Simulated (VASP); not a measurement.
# BaTe (Fm-3m) in VASP: settings compared

Aim: see how the results for BaTe move with the level of theory and the settings. Levels: LDA, PBE. Tasks: single point.

Program: VASP 6.6.1. These are calculated values, not measurements. Logs are shortened: lines on timing, memory, paths and dates and some standing lists are left out, and cuts for length are marked.

### 1 The cell of the first run

Symmetry: Fm-3m, No. 225, cubic system. The conventional cell has a = 6.910 Å, b = 6.910 Å, c = 6.910 Å, α = 90.00°, β = 90.00°, γ = 90.00°. Within 4.5 Å of Ba (site symmetry m-3m) lie 6 Te at 3.45 Å. Te (site symmetry m-3m) has 6 Ba at 3.45 Å within 4.5 Å.

### 2 Single point, LDA

Input file INCAR:

```
PREC = Accurate
ENCUT = 520
EDIFF = 1E-7
ISMEAR = -1
SIGMA = 0.05
LREAL = False
LASPH = True
NELM = 80
ALGO = Normal
ISIF = 2
LWAVE = False
LCHARG = False
NBANDS = 15
```

Input file KPOINTS:

```
regular mesh
0
Gamma
  7 7 7
```

Input file POSCAR:

```
BaTe
1.0
    0.0000000000      3.4548735670      3.4548735670
    3.4548735670      0.0000000000      3.4548735670
    3.4548735670      3.4548735670      0.0000000000
Ba Te
1 1
Direct
    0.0000000000      0.0000000000      0.0000000000
    0.5000000000      0.5000000000      0.5000000000
```

Potentials or basis: VASP PAW LDA potentials, release 64 (Ba_sv, Te).

Command:

```
$ cat potpaw_LDA.64/Ba_sv/POTCAR potpaw_LDA.64/Te/POTCAR > POTCAR
$ mpirun -np 1 vasp_std > vasp.out
```

OUTCAR:

```text
PREC = Accurate
   ENCUT = 520
   EDIFF = 1E-7
   ISMEAR = -1
   LREAL = False
   LASPH = True
   NELM = 80
   ISIF = 2

 ion  position               nearest neighbor table
   1  0.000  0.000  0.000-   2 3.45   2 3.45   2 3.45   2 3.45   2 3.45   2 3.45
   2  0.500  0.500  0.500-   1 3.45   1 3.45   1 3.45   1 3.45   1 3.45   1 3.45

  LATTYP: Found a face centered cubic cell.
 ALAT       =     6.9097471340

  Lattice vectors:

 A1 = (   0.0000000000,   3.4548735670,   3.4548735670)
 A2 = (   3.4548735670,   0.0000000000,   3.4548735670)
 A3 = (   3.4548735670,   3.4548735670,   0.0000000000)

Analysis of symmetry for initial positions (statically):
=====================================================================
 Subroutine PRICEL returns:
 Original cell was already a primitive cell.

 Routine SETGRP: Setting up the symmetry group for a
 face centered cubic supercell.

 Subroutine GETGRP returns: Found 48 space group operations
 (whereof 48 operations were pure point group operations)
 out of a pool of 48 trial point group operations.

The static configuration has the point symmetry O_h .

Analysis of symmetry for dynamics (positions and initial velocities):
=====================================================================
 Subroutine PRICEL returns:
 Original cell was already a primitive cell.

 Routine SETGRP: Setting up the symmetry group for a
 face centered cubic supercell.

 Subroutine GETGRP returns: Found 48 space group operations
 (whereof 48 operations were pure point group operations)
 out of a pool of 48 trial point group operations.

The dynamic configuration has the point symmetry O_h .

 Subroutine INISYM returns: Found 48 space group operations
 (whereof 48 operations are pure point group operations),
 and found     1 'primitive' translations

----------------------------------------------------------------------------------------

                                     Primitive cell

  volume of cell :      82.4758

  direct lattice vectors                    reciprocal lattice vectors
     0.000000000  3.454873567  3.454873567    -0.144723096  0.144723096  0.144723096
     3.454873567  0.000000000  3.454873567     0.144723096 -0.144723096  0.144723096
     3.454873567  3.454873567  0.000000000     0.144723096  0.144723096 -0.144723096

  length of vectors
     4.885929055  4.885929055  4.885929055     0.250667756  0.250667756  0.250667756

  position of ions in fractional coordinates (direct lattice)
[... 8 lines left out ...]
----------------------------------------------------------------------------------------

 KPOINTS: regular mesh

Automatic generation of k-mesh.
 Grid dimensions read from file:
 generate k-points for:    7    7    7

 Generating k-lattice:

  Cartesian coordinates                     Fractional coordinates (reciprocal lattice)
    -0.020674728  0.020674728  0.020674728     0.142857143  0.000000000  0.000000000
     0.020674728 -0.020674728  0.020674728     0.000000000  0.142857143  0.000000000
     0.020674728  0.020674728 -0.020674728     0.000000000  0.000000000  0.142857143

  Length of vectors
     0.035809679  0.035809679  0.035809679

  Shift w.r.t. Gamma in fractional coordinates (k-lattice)
     0.000000000  0.000000000  0.000000000

 Subroutine IBZKPT returns following result:
 ===========================================

 Found     20 irreducible k-points:

 Following reciprocal coordinates:
            Coordinates               Weight
  0.000000  0.000000  0.000000      1.000000
  0.142857  0.000000  0.000000      8.000000
  0.285714  0.000000  0.000000      8.000000
  0.428571  0.000000  0.000000      8.000000
  0.142857  0.142857  0.000000      6.000000
  0.285714  0.142857  0.000000     24.000000
[... 12 lines left out ...]
 -0.428571  0.428571  0.142857     24.000000
 -0.285714  0.428571  0.142857     24.000000
   k-points           NKPTS =     20   k-points in BZ     NKDIM =     20   number of bands    NBANDS=     15
   number of dos      NEDOS =    301   number of ions     NIONS =      2
   total plane-waves  NPLWV =  46656
   dimension x,y,z NGX =    36 NGY =   36 NGZ =   36
   dimension x,y,z NGXF=    72 NGYF=   72 NGZF=   72
   ions per type =               1   1
   NGX,Y,Z   is equivalent  to a cutoff of  12.25, 12.25, 12.25 a.u.
   NGXF,Y,Z  is equivalent  to a cutoff of  24.50, 24.50, 24.50 a.u.
 SYSTEM =  unknown system
   PREC   = accura    normal or accurate (medium, high low for compatibility)
   ISTART =      0    job   : 0-new  1-cont  2-samecut
   ICHARG =      2    charge: 1-file 2-atom 10-const
   ISPIN  =      1    spin polarized calculation?
   LNONCOLLINEAR =      F non collinear calculations
   LSORBIT =      F    spin-orbit coupling
   LASPH  =      T    aspherical Exc in radial PAW
   ENCUT  =  520.0 eV  38.22 Ry    6.18 a.u.   9.08  9.08  9.08*2*pi/ulx,y,z
   NELM   =     80;   NELMIN=  2; NELMDL= -5     # of ELM steps
   EDIFF  = 0.1E-06   stopping-criterion for ELM
   LREAL  =      F    real-space projection
   EDIFFG = 0.1E-05   stopping-criterion for IOM
   NSW    =      0    number of steps for IOM
   IBRION =     -1    ionic relax: 0-MD 1-quasi-New 2-CG
   NFREE  =      0    steps in history (QN), initial steepest desc. (CG)
   ISIF   =      2    stress and relaxation
   ISYM   =      2    0-nonsym 1-usesym 2-fastsym
   POTIM  = 0.5000    time-step for ionic-motion
   TEBEG  =    0.0;   TEEND  =   0.0 temperature during run
   PSTRESS=    0.0 pullay stress
   NELECT =      16.0000    total number of electrons
   NUPDOWN=      -1.0000    fix difference up-down
   EMIN   =  10.00;   EMAX   =-10.00  energy-range for DOS
   EFERMI =   0.00;   METHOD = LEGACY
   ISMEAR =    -1;   SIGMA  =   0.05  broadening in eV -4-tet -1-fermi 0-gaus
   EFERMI_NEDOS =   21; number of points for ismear=-14 and -15
   IALGO  =     38    algorithm
   IMIX   =      4    mixing-type and parameters
     AMIX     =   0.40;   BMIX     =  1.00
     AMIX_MAG =   1.60;   BMIX_MAG =  1.00
  volume/ion in A,a.u.               =      41.24       278.29
  Fermi-wavevector in a.u.,A,eV,Ry     =   0.947704  1.790901 12.219973  0.898143
  Thomas-Fermi vector in A             =   2.075823
   LORBIT       =      0    0 simple, 1 ext, 2 COOP (PROOUT), +10 PAW based schemes
   GGA     = CA    functional components
   LHFCALC =     F    Hartree Fock is set to
   AEXX    =    0.0000 exact exchange contribution
   IVDW    =     0    specifies the selected vdW correction
   LEPSILON=     F    determine dielectric tensor
   LRPA    =     F    only Hartree local field effects (RPA)
 non-spin polarized calculation
  energy-cutoff  :      520.00
  volume of cell :       82.48
 maximum number of plane-waves:      2239
   NGX = 19   NGY = 19   NGZ = 19

 number of electron      16.0000000 magnetization

 Free energy of the ion-electron system (eV)
  ---------------------------------------------------
  ext. energy  EPLUGINS =         0.00000000
  ---------------------------------------------------
  free energy    TOTEN  =        -9.61154055 eV

  energy without entropy =       -9.61154050  energy(sigma->0) =       -9.61154052

 E-fermi :   3.0015     XC(G=0):  -8.6944

 val. band max:        2.3390142648   @ k =   0.0000   0.0000   0.0000
 cond. band min:       3.6925316113   @ k =   0.4286   0.4286   0.0000
 fundamental gap:      1.3535173465
 Fermi energy:         3.0015457185

 k-point     1 :       0.0000    0.0000    0.0000
  band No.  band energies     occupation
      1     -24.5145      2.00000
      2      -9.6947      2.00000
      3      -9.6947      2.00000
      4      -9.6947      2.00000
      5      -7.3566      2.00000
      6       2.3390      2.00000
      7       2.3390      2.00000
      8       2.3390      2.00000
      9       5.1220      0.00000
     10       5.1220      0.00000
     11       5.1220      0.00000
     12       5.1847      0.00000
     13       5.8328      0.00000
     14       5.8328      0.00000
     15       9.1784      0.00000

 k-point     2 :       0.1429    0.0000    0.0000
  band No.  band energies     occupation
      1     -24.5113      2.00000
      2      -9.8161      2.00000
      3      -9.6973      2.00000
      4      -9.6973      2.00000
      5      -7.1768      2.00000
      6       1.6439      2.00000
      7       2.0102      2.00000
      8       2.0102      2.00000
      9       5.1579      0.00000
     10       5.3876      0.00000
     11       5.3876      0.00000
     12       6.0792      0.00000
     13       6.4490      0.00000
     14       6.4490      0.00000
     15       9.8474      0.00000

 k-point     3 :       0.2857    0.0000    0.0000
  band No.  band energies     occupation
      1     -24.5041      2.00000
      2     -10.0454      2.00000
      3      -9.7029      2.00000
      4      -9.7029      2.00000
      5      -6.8064      2.00000
      6       0.6345      2.00000
      7       1.4765      2.00000
      8       1.4765      2.00000
      9       5.4410      0.00000
     10       6.0808      0.00000
     11       6.0808      0.00000
     12       7.5056      0.00000
     13       7.8589      0.00000
     14       7.8589      0.00000
     15      10.5751      0.00000
[... 271 lines left out ...]
 k-point    19 :      -0.4286    0.4286    0.1429
  band No.  band energies     occupation
      1     -24.4928      2.00000
      2      -9.9633      2.00000
      3      -9.8203      2.00000
      4      -9.8151      2.00000
      5      -6.9474      2.00000
      6       1.0025      2.00000
      7       1.3856      2.00000
      8       1.6239      2.00000
      9       4.5406      0.00000
     10       6.9598      0.00000
     11       7.1318      0.00000
     12       8.0254      0.00000
     13       8.0531      0.00000
     14       8.4052      0.00000
     15      10.3316      0.00000

 k-point    20 :      -0.2857    0.4286    0.1429
  band No.  band energies     occupation
      1     -24.4923      2.00000
      2      -9.9553      2.00000
      3      -9.8844      2.00000
      4      -9.7973      2.00000
      5      -6.8579      2.00000
      6       0.8660      2.00000
      7       1.3060      2.00000
      8       1.3903      2.00000
      9       5.3795      0.00000
     10       6.2463      0.00000
     11       7.3560      0.00000
     12       7.6966      0.00000
     13       7.9377      0.00000
     14       9.8474      0.00000
     15      10.6209      0.00000

------------------------ aborting loop because EDIFF is reached ----------------------------------------

  FORCE on cell =-STRESS in cart. coord.  units (eV):
  Direction    XX          YY          ZZ          XY          YZ          ZX
  --------------------------------------------------------------------------------------
  -------------------------------------------------------------------------------------
  Total       -0.1092627     -0.1092627     -0.1092627     -0.0000000      0.0000000      0.0000000
  in kB       -2.1225409     -2.1225409     -2.1225409     -0.0000000      0.0000000      0.0000000
  external PRESSURE =      -2.1225409 kB  Pullay stress =       0.0000000 kB

 VOLUME and BASIS-vectors are now :
 -----------------------------------------------------------------------------
  energy-cutoff  :      520.00
  volume of cell :       82.48
      direct lattice vectors                 reciprocal lattice vectors
     0.000000000  3.454873567  3.454873567    -0.144723096  0.144723096  0.144723096
     3.454873567  0.000000000  3.454873567     0.144723096 -0.144723096  0.144723096
     3.454873567  3.454873567  0.000000000     0.144723096  0.144723096 -0.144723096

 POSITION                                       TOTAL-FORCE (eV/Angst)
 -----------------------------------------------------------------------------------
      0.00000      0.00000      0.00000         0.000000      0.000000      0.000000
      3.45487      3.45487      3.45487        -0.000000     -0.000000     -0.000000
 -----------------------------------------------------------------------------------
    total drift:                                0.000000      0.000000      0.000000

  FREE ENERGIE OF THE ION-ELECTRON SYSTEM (eV)
  ---------------------------------------------------
  free  energy   TOTEN  =        -9.6115405492 eV

  energy  without entropy=       -9.6115404976  energy(sigma->0) =       -9.61154052
```

Run time: 19 s. Hardware: 1 thread of AMD EPYC 7R43 (Zen 3), shared host; peak memory 0.15 GiB.

Results:

```yaml
Free_energy: -9.6115 eV
Pressure: -0.2 GPa
Band_gap_on_the_k_mesh: 1.35 eV, indirect (least direct gap 1.74 eV)
```

Caveat: spin-orbit coupling is left out, which moves the levels of the heavy elements.

### 3 Single point, PBE

This run uses another cell than the first one, of 40.44 Å³/atom, 0.981 times its volume.

Input file INCAR:

```
PREC = Accurate
ENCUT = 520
EDIFF = 1E-6
ISMEAR = -1
SIGMA = 0.05
LREAL = F
LASPH = T
NELM = 80
ALGO = Normal
ISIF = 2
LWAVE = F
LCHARG = F
GGA = PE
NBANDS = 15
```

KPOINTS is that of step 2.

Input file POSCAR:

```
BaTe
1.0
    0.0000000000      3.4325834396      3.4325834396
    3.4325834396      0.0000000000      3.4325834396
    3.4325834396      3.4325834396      0.0000000000
Ba Te
1 1
Direct
    0.0000000000      0.0000000000      0.0000000000
    0.5000000000      0.5000000000      0.5000000000
```

Potentials or basis: VASP PAW PBE potentials, release 64 (Ba_sv, Te).

Command:

```
$ cat potpaw_PBE.64/Ba_sv/POTCAR potpaw_PBE.64/Te/POTCAR > POTCAR
$ mpirun -np 1 vasp_std > vasp.out
```

OUTCAR:

```text
PREC = Accurate
   ENCUT = 520
   EDIFF = 1E-6
   ISMEAR = -1
   LREAL = F
   LASPH = T
   NELM = 80
   ISIF = 2
   GGA = PE

 ion  position               nearest neighbor table
   1  0.000  0.000  0.000-   2 3.43   2 3.43   2 3.43   2 3.43   2 3.43   2 3.43
   2  0.500  0.500  0.500-   1 3.43   1 3.43   1 3.43   1 3.43   1 3.43   1 3.43

  LATTYP: Found a face centered cubic cell.
 ALAT       =     6.8651668792

  Lattice vectors:

 A1 = (   0.0000000000,   3.4325834396,   3.4325834396)
 A2 = (   3.4325834396,   0.0000000000,   3.4325834396)
 A3 = (   3.4325834396,   3.4325834396,   0.0000000000)

Analysis of symmetry for initial positions (statically):
=====================================================================
 Subroutine PRICEL returns:
 Original cell was already a primitive cell.

 Routine SETGRP: Setting up the symmetry group for a
 face centered cubic supercell.

 Subroutine GETGRP returns: Found 48 space group operations
 (whereof 48 operations were pure point group operations)
 out of a pool of 48 trial point group operations.

The static configuration has the point symmetry O_h .

[... 167 lines left out ...]
      5      -7.0182      2.00000
      6       2.6597      2.00000
      7       2.6597      2.00000
      8       2.6597      2.00000
      9       5.5413      0.00000
     10       5.5413      0.00000
     11       5.5413      0.00000
     12       5.8046      0.00000
     13       6.2221      0.00000
     14       6.2221      0.00000
[... 329 lines left out ...]
      2      -9.6559      2.00000
      3      -9.5809      2.00000
      4      -9.4899      2.00000
      5      -6.4974      2.00000
      6       1.1808      2.00000
      7       1.6312      2.00000
      8       1.7059      2.00000
      9       5.8077      0.00000
     10       6.6914      0.00000
     11       7.8443      0.00000
     12       8.1797      0.00000
     13       8.4265      0.00000
     14      10.4002      0.00000
     15      11.1287      0.00000

------------------------ aborting loop because EDIFF is reached ----------------------------------------

  FORCE on cell =-STRESS in cart. coord.  units (eV):
  Direction    XX          YY          ZZ          XY          YZ          ZX
  --------------------------------------------------------------------------------------
  -------------------------------------------------------------------------------------
  Total        1.7016389      1.7016389      1.7016389     -0.0000000      0.0000000      0.0000000
  in kB       33.7042513     33.7042513     33.7042513     -0.0000000      0.0000000      0.0000000
  external PRESSURE =      33.7042513 kB  Pullay stress =       0.0000000 kB

 VOLUME and BASIS-vectors are now :
 -----------------------------------------------------------------------------
  energy-cutoff  :      520.00
  volume of cell :       80.89
      direct lattice vectors                 reciprocal lattice vectors
     0.000000000  3.432583440  3.432583440    -0.145662883  0.145662883  0.145662883
     3.432583440  0.000000000  3.432583440     0.145662883 -0.145662883  0.145662883
     3.432583440  3.432583440  0.000000000     0.145662883  0.145662883 -0.145662883

 POSITION                                       TOTAL-FORCE (eV/Angst)
 -----------------------------------------------------------------------------------
      0.00000      0.00000      0.00000         0.000000      0.000000      0.000000
      3.43258      3.43258      3.43258        -0.000000     -0.000000     -0.000000
 -----------------------------------------------------------------------------------
    total drift:                                0.000000      0.000000      0.000000

  FREE ENERGIE OF THE ION-ELECTRON SYSTEM (eV)
  ---------------------------------------------------
  free  energy   TOTEN  =        -8.5503331434 eV

  energy  without entropy=       -8.5503331183  energy(sigma->0) =       -8.55033313
```

stdout:

```text
POSCAR found type information on POSCAR BaTe
 POSCAR found :  2 types and       2 ions
 scaLAPACK will be used
 LDA part: xc-table for (Slater+PW92), standard interpolation
 POSCAR, INCAR and KPOINTS ok, starting setup
 FFT: planning ... GRIDC
 FFT: planning ... GRID_SOFT
 FFT: planning ... GRID
 WAVECAR not read
 entering main loop
```

It took 20 s on 1 thread of AMD EPYC 7R43 (Zen 3), shared host; peak memory 0.18 GiB.

Results:

* Free energy: -8.5503 eV
* Pressure: 3.4 GPa
* Band gap on the k mesh: 1.43 eV, indirect (least direct gap 1.81 eV)

Caveat: spin-orbit coupling is left out, which moves the levels of the heavy elements.
